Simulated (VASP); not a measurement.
Input of a VASP 6.6.1 run:

INCAR

```
  PREC = Accurate
  ENCUT = 520
  EDIFF = 1E-6
  ISMEAR = 1
  SIGMA = 0.1
  LREAL = False
  LASPH = True
  NELM = 60
  ALGO = Normal
  ISIF = 2
  LWAVE = False
  LCHARG = False
  GGA = PS
  NBANDS = 24
```

KPOINTS

```
Automatic mesh
0
Gamma
  6 6 4
```

File POSCAR:

```
Al3Cu2
1.0
    4.0919520000      0.0000000000      0.0000000000
   -2.0459760000      3.5437340000      0.0000000000
    0.0000000000      0.0000000000      4.9927790000
Al Cu
3 2
Direct
    0.0000000000      0.0000000000      0.0000000000
    0.3333333333      0.6666666667      0.3499250000
    0.6666666667      0.3333333333      0.6500750000
    0.3333333333      0.6666666667      0.8395120000
    0.6666666667      0.3333333333      0.1604880000
```

Potentials or basis: VASP PAW PBE potentials, release 64 (Al, Cu).

The run is started by

```console
$ cat potpaw_PBE.64/Al/POTCAR potpaw_PBE.64/Cu/POTCAR > POTCAR
$ mpirun -np 1 vasp_std > vasp.out
```

(1) Predict the pressure.

(2) What does it give for the largest force?

## Answers

(1) 0.7 GPa.

(2) 0.084 eV/Å.

Caveat: the PAW data sets were made with another functional, which shifts forces and pressure a little.
